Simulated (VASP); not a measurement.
## SnO: electric field gradients with PBE

The system is SnO.

```xyz
4
Lattice="3.8272 0.0000 0.0000 0.0000 3.8272 0.0000 0.0000 0.0000 4.8680" Properties=species:S:1:pos:R:3 pbc="T T T"
Sn    0.0000    1.9136    1.1610
Sn    1.9136    0.0000    3.7070
O     0.0000    0.0000    0.0000
O     1.9136    1.9136    0.0000
```

```json
{
 "Program": "VASP 6.6.1",
 "Task": "electric field gradients",
 "Functional": "PBE",
 "Potentials or basis": "VASP PAW PBE potentials, release 64 (Sn_d, O)",
 "Cutoff": "520 eV",
 "k mesh": "8 × 8 × 6",
 "Occupations": "fermi-dirac, width 0.01 eV",
 "Spin": "no spin polarisation",
 "Dipole correction": "no",
 "Further INCAR settings": "ALGO = Normal; EDIFF = 1e-08; NBANDS = 28"
}
```

```
Pressure                                : 2.5 GPa
Largest force                           : 0.154 eV/Å
Band gap on the k mesh                  : 0.10 eV (least direct gap 1.98 eV)
Largest electric field gradient by atom : Sn -163.4; O +1.9 V/Å²
```

Forces in eV/Å, atoms in the order of the input:
```
Sn   0.000  0.000  0.154
Sn   0.000  0.000 -0.154
O    0.000  0.000  0.000
O    0.000  0.000  0.000
```

Stress tensor (GPa, compression positive):
```
2.72 0.00 0.00
0.00 2.72 0.00
0.00 0.00 1.96
```

Levels at points of the mesh, in eV from the valence-band top:
```
           k point  band 17  band 18  band 19  band 20  band 21  band 22  band 23  band 24
(0.00, 0.00, 0.00)    -3.38    -3.07    -3.07     0.00     2.07     4.40     4.64     4.64
(0.50, 0.00, 0.00)    -4.71    -4.71    -2.66    -2.66     3.16     3.16     5.85     5.85
(0.50, 0.50, 0.00)    -2.42    -2.42    -1.88    -1.88     0.10     0.10     4.47     4.47
(0.00, 0.00, 0.50)    -3.18    -3.08    -3.08    -2.17     1.73     2.96     2.96     3.67
(0.50, 0.00, 0.50)    -4.68    -4.68    -1.71    -1.71     2.56     2.56     5.38     5.38
(0.50, 0.50, 0.50)    -2.66    -2.66    -2.42    -2.42     2.35     2.35     4.00     4.00
```

Electric field gradients, principal values (V/Å²):
```csv
atom,least,middle,greatest (by size)
1 Sn,81.696,81.696,-163.392
2 Sn,81.696,81.696,-163.392
3 O,-0.963,-0.963,1.925
4 O,-0.963,-0.963,1.925
```

Run time: 2.5 min on 1 thread of Intel Xeon 8259CL, on a shared host, peak memory 0.24 GiB.

Caveat: semilocal functionals underestimate gaps, and a narrow one can read as zero; without QUAD_EFG the Cq values of the log hold for a quadrupole moment of 1 mb, not for the nuclei; spin-orbit coupling is left out, which moves the levels of the heavy elements. A k mesh can miss the band edges.
